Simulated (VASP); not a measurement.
Set up this calculation in VASP 6.6.1, as the native input.

* Task: single point
* Functional: PBE
* Potentials or basis: VASP PAW PBE potentials, release 64 (Ga_d, As)
* Cutoff: 520 eV
* k mesh: 6 × 6 × 6
* Occupations: gaussian, width 0.1 eV
* Spin: no spin polarisation
* Dipole correction: no
* Further INCAR settings: ALGO = Normal; EDIFF = 1e-06; NBANDS = 16

The structure of GaAs lies in POSCAR:

```
GaAs
1.0
   -2.2805513500      2.2805513500      2.7035885800
    2.2805513500     -2.2805513500      2.7035885800
    2.2805513500      2.2805513500     -2.7035885800
Ga As
1 1
Direct
    0.0000000000      0.0000000000      0.0000000000
    0.5000000000      0.5000000000      0.0000000000
```

The input as run:

INCAR

```
  PREC = Accurate
  ENCUT = 520
  EDIFF = 1E-6
  ISMEAR = 0
  SIGMA = 0.1
  LREAL = False
  LASPH = True
  NELM = 80
  ALGO = Normal
  ISIF = 2
  LWAVE = False
  LCHARG = True
  GGA = PE
  LELF = True
  LVHAR = True
  NBANDS = 16
```

KPOINTS

```
Automatic mesh
0
Gamma
  6 6 6
```

Potentials or basis: VASP PAW PBE potentials, release 64 (Ga_d, As).

Command:

```bash
$ cat potpaw_PBE.64/Ga_d/POTCAR potpaw_PBE.64/As/POTCAR > POTCAR
$ mpirun -np 1 vasp_std > vasp.out
```

Results of the run:

- Pressure: -8.8 GPa
- Band gap on the k mesh: zero (band 9 reaches 2.72 eV, above the bottom of band 10 at 0.22 eV)

Run time: 11 s on 1 thread of AMD EPYC 9R45 96-Core Processor (Zen 5), on a shared host, peak memory 0.15 GiB.
